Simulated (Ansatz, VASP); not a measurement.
**GaAs in VASP and in Ansatz**

POSCAR

```
GaAs
1.0
    0.0000000000      2.7982381481      2.8625222354
    2.7982381481      0.0000000000      2.8625222354
    2.7982381481      2.7982381481      0.0000000000
Ga As
1 1
Direct
    0.0000000000      0.0000000000      0.0000000000
    0.2500000000      0.2500000000      0.2500000000
```

File INCAR.step1:

```
  PREC = Accurate
  ENCUT = 520
  EDIFF = 1E-5
  ISMEAR = 0
  SIGMA = 0.01
  LREAL = F
  LASPH = T
  NELM = 100
  ALGO = Normal
  ISIF = 2
  LWAVE = T
  LCHARG = F
  NBANDS = 16
  GGA = PE
```

Contents of INCAR.step2:

```
  PREC = Accurate
  ENCUT = 520
  EDIFF = 1E-6
  ISMEAR = 0
  SIGMA = 0.01
  LREAL = F
  LASPH = T
  NELM = 100
  ALGO = Normal
  ISIF = 2
  LWAVE = F
  LCHARG = F
  GGA = PE
  LHFCALC = T
  HFSCREEN = 0.2079
  PRECFOCK = Normal
  NBANDS = 16
  ISTART = 1
```

The input KPOINTS:

```
regular mesh
0
Gamma
  6 6 6
```

Input for Ansatz:

```yaml
crystal:
  lattice:
    - [0.0, 2.7982381481, 2.8625222354]
    - [2.7982381481, 0.0, 2.8625222354]
    - [2.7982381481, 2.7982381481, 0.0]
  atoms:
    - { symbol: Ga, position: [0.0, 0.0, 0.0] }
    - { symbol: As, position: [0.25, 0.25, 0.25] }
kpoints:
  mp_grid: { grid: [6, 6, 6] }
  band_path:
    path:
      - [0.0, 0.0, 0.0]
      - [-0.5, -0.5, 0.0]
      - [-0.375, -0.375, 0.25]
      - [-0.375, 0.0, 0.375]
      - [0.0, 0.0, 0.5]
      - [-0.5, -0.25, 0.25]
    npoints: 1
hamiltonian:
  xc: hse06
scf:
  occupations: { method: fixed }
  n_extra_bands: 4
output:
  forces: true
  stress: true
  eigenvalues: true
```

Change from the starting cell: epitaxial_xy strain -1.2%.

Alike in both runs: task single point; functional HSE06; k mesh 6 × 6 × 6; no spin polarisation.

|  | VASP | Ansatz |
| --- | --- | --- |
| version | VASP 6.6.1 | Ansatz 0.2.0 |
| potentials or method | VASP PAW PBE potentials, release 64 (Ga_d, As) | plane waves, PAW |
| plane-wave cutoff (eV) | 520 | 420 |
| occupations | gaussian, width 0.01 eV | fixed |
| valence electrons in the cell | 18 | 28 |

```tsv
	VASP	Ansatz	Ansatz less VASP
gap on the k mesh at the Fermi level (eV)	1.43	1.43	+0.003
pressure (GPa)	1.6	1.7	+0.14
traceless stress, the component that is largest in VASP (GPa)	-1.08	-1.08	+0.005
```

VASP's potentials hold 18 valence electrons a cell and Ansatz's 28, so a difference there can come from the potentials and not from the codes. Ansatz's warnings: stress exchange threshold loose, stress scf threshold loose.
